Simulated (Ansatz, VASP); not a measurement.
## BiTe4: VASP beside Ansatz

```
Bi Te
1.0
     4.68463   -4.79072    0.00000
     4.68463    4.79072    0.00000
     0.00000    0.00000    3.91161
Bi Te
1 4
Direct
  0.00000 0.00000 0.00000
  0.74660 0.25340 0.50000
  0.25340 0.74660 0.50000
  0.34297 0.34297 0.00000
  0.65703 0.65703 0.00000
```

Change from the starting cell: species swapped into the OsCl4 type (Cmmm, No. 65).

Alike in both runs: task relaxation of cell and atoms; functional PBE; k mesh 6 × 6 × 10; occupations gaussian, width 0.1 eV; no spin polarisation.

```csv
,VASP,Ansatz
version,VASP 6.6.1,Ansatz 0.2.0
potentials or method,"VASP PAW PBE potentials, release 64 (Bi_d, Te), cutoff 600 eV","scalar-relativistic, plane waves, PAW"
valence electrons in the cell,39,79
```

|  | VASP | Ansatz | Ansatz less VASP |
| --- | --- | --- | --- |
| gap on the k mesh at the Fermi level, each at its own relaxed structure (eV) | none | none | - |
| relaxed volume (Å³/atom) | 34.87 | 34.92 | +0.045 |
| relaxed length of the cell vector where the two differ most in proportion (Å) | 4.532 | 4.536 | +0.0033 |

A gap of «none» marks a metal or a gap that the smearing closes. VASP's potentials hold 39 valence electrons a cell and Ansatz's 79, so a difference there can come from the potentials and not from the codes.

Neither program's run includes spin-orbit coupling.
